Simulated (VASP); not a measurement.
Write the native input for VASP 6.6.1 that does the following.

```
Task                   : single point
Functional             : BLYP
Potentials or basis    : VASP PAW PBE potentials, release 64 (Fe)
Cutoff                 : 600 eV
k mesh                 : 18 × 18 × 18
Occupations            : fermi-dirac, width 0.05 eV
Spin                   : collinear spin, ferromagnetic start
Starting moments       : [-2.199, -2.199] μB
Dipole correction      : no
Further INCAR settings : ALGO = Normal; EDIFF = 1e-06; NBANDS = 19
```

The structure of Fe lies in POSCAR:

```
Fe
1.0
    2.8763205606      0.0000000000      0.0000000000
    0.0000000000      2.8763205606      0.0000000000
    0.0000000000      0.0000000000      2.8763205606
Fe
2
Direct
    0.0000000000      0.0000000000      0.0000000000
    0.5000000000      0.5000000000      0.5000000000
```

One way to write it, as run:

INCAR

```
SYSTEM = Fe
AGGAC = 1.0
AGGAX = 1.0
ALDAC = 0.0
ALDAX = 1.0
ALGO = Normal
EDIFF = 1E-6
ENCUT = 600
GGA = B5
GGA_COMPAT = .False.
ISIF = 2
ISMEAR = -1
ISPIN = 2
LASPH = .True.
LCHARG = .False.
LMAXMIX = 4
LORBIT = 11
LREAL = .False.
LWAVE = .False.
MAGMOM = -2.199 -2.199
NBANDS = 19
NELM = 200
PREC = Accurate
SIGMA = 0.05
```

KPOINTS

```
k-points
0
Gamma
  18 18 18
  0 0 0
```

Potentials or basis: VASP PAW PBE potentials, release 64 (Fe).

Launch:

```console
$ cat potpaw_PBE.64/Fe/POTCAR > POTCAR
$ mpirun -np 1 vasp_std > vasp.out
```

Results of the run:

- Pressure: -0.1 GPa
- Net moment: -4.49 μB per cell
- Site moments: Fe -2.24 μB
- Valence electrons inside the program's atomic spheres: Fe 7.22

Caveat: the PAW data sets were made with another functional, which shifts forces and pressure a little.

It took 3.6 min on 1 thread of Oxide Virtual Turin-like Processor, on a shared host, peak memory 0.24 GiB.
